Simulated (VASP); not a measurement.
Cu3O2:

```
CELL_PARAMETERS angstrom
-2.02298 2.02298 3.67362
2.02298 -2.02298 3.67362
2.02298 2.02298 -3.67362
ATOMIC_POSITIONS crystal
Cu 0.00000 0.00000 0.00000
Cu 0.75000 0.25000 0.50000
Cu 0.25000 0.75000 0.50000
O 0.50000 0.00000 0.50000
O 0.00000 0.50000 0.50000
```

Base run:

| Item | Value |
| --- | --- |
| Program | VASP 6.6.1 |
| Functional | PBE |
| Potentials or basis | VASP PAW PBE potentials, release 64 (Cu, O) |
| Cutoff | 520 eV |
| k mesh | 9 × 9 × 9 |
| Occupations | fermi-dirac, width 0.05 eV |
| Spin | no spin polarisation |

Its results: pressure 1.5 GPa.

**Question.** After a change of settings the same cell gave: pressure -5.4 GPa. Which change was it?
A. functional from PBE to PBEsol; k mesh from 9 × 9 × 9 to 8 × 8 × 8
B. functional from PBE to RPBE; further incar settings from ALGO = Normal; EDIFF = 1e-07; NBANDS = 30 to ALGO = Normal; EDIFF = 1e-06; NBANDS = 30
C. potentials or basis from VASP PAW PBE potentials, release 64 (Cu, O) to VASP PAW PBE potentials, release 64 (Cu_sv_GW, O); cutoff from 520 eV to 700 eV; further incar settings from ALGO = Normal; EDIFF = 1e-07; NBANDS = 30 to ALGO = Normal; EDIFF = 1e-06; NBANDS = 42; valence electrons from 45 to 69

**Answer.** A.

Caveats: an odd number of electrons without spin polarisation forces a metal; a magnetic or distorted state may lie lower; the PAW data sets were made with another functional, which shifts forces and pressure a little (some runs).
